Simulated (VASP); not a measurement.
Wanted: the native input for a VASP 6.6.1 run.

| Quantity | Value |
| --- | --- |
| Task | single point |
| Functional | PBEsol |
| Potentials or basis | VASP PAW PBE potentials, release 64 (Bi_d, Te) |
| Cutoff | 500 eV |
| k mesh | 16 × 16 × 16 |
| Occupations | gaussian, width 0.15 eV |
| Spin | no spin polarisation |
| Dipole correction | no |
| Further INCAR settings | ALGO = Normal; EDIFF = 1e-06; NBANDS = 18 |

The structure of BiTe lies in POSCAR:

```
BiTe
1.0
    0.0000000000      3.2451111351      3.2451111351
    3.2451111351      0.0000000000      3.2451111351
    3.2451111351      3.2451111351      0.0000000000
Bi Te
1 1
Direct
    0.0000000000      0.0000000000      0.0000000000
    0.5000000000      0.5000000000      0.5000000000
```

This cell differs from its parent crystal: strain +0.015 along x and y, +0.015 along z.

These files were run (other wordings do the same):

INCAR

```
SYSTEM = BiTe
PREC = Accurate
ENCUT = 500
EDIFF = 1E-6
ISMEAR = 0
SIGMA = 0.15
LREAL = .False.
LASPH = .True.
NELM = 120
ALGO = Normal
ISIF = 2
LWAVE = .False.
LCHARG = .False.
GGA = PS
NBANDS = 18
GGA_COMPAT = .False.
```

KPOINTS

```
regular mesh
0
Gamma
  16 16 16
  0 0 0
```

Potentials or basis: VASP PAW PBE potentials, release 64 (Bi_d, Te).

The run is started by

```console
$ cat potpaw_PBE.64/Bi_d/POTCAR potpaw_PBE.64/Te/POTCAR > POTCAR
$ mpirun -np 1 vasp_std > vasp.out
```

It gave:

```json
{
  "Pressure": "-2.1 GPa",
  "Band gap on the k mesh": "zero (an odd number of electrons rules out a gap without spin polarisation)"
}
```

Caveat: the cell differs from its parent crystal (strain +0.015 along x and y, +0.015 along z); the PAW data sets were made with another functional, which shifts forces and pressure a little; spin-orbit coupling is left out, which moves the levels of the heavy elements.

It took 62 s on 1 thread of Intel(R) Xeon(R) 6975P-C (Granite Rapids), with other jobs on the host, peak memory 0.32 GiB.
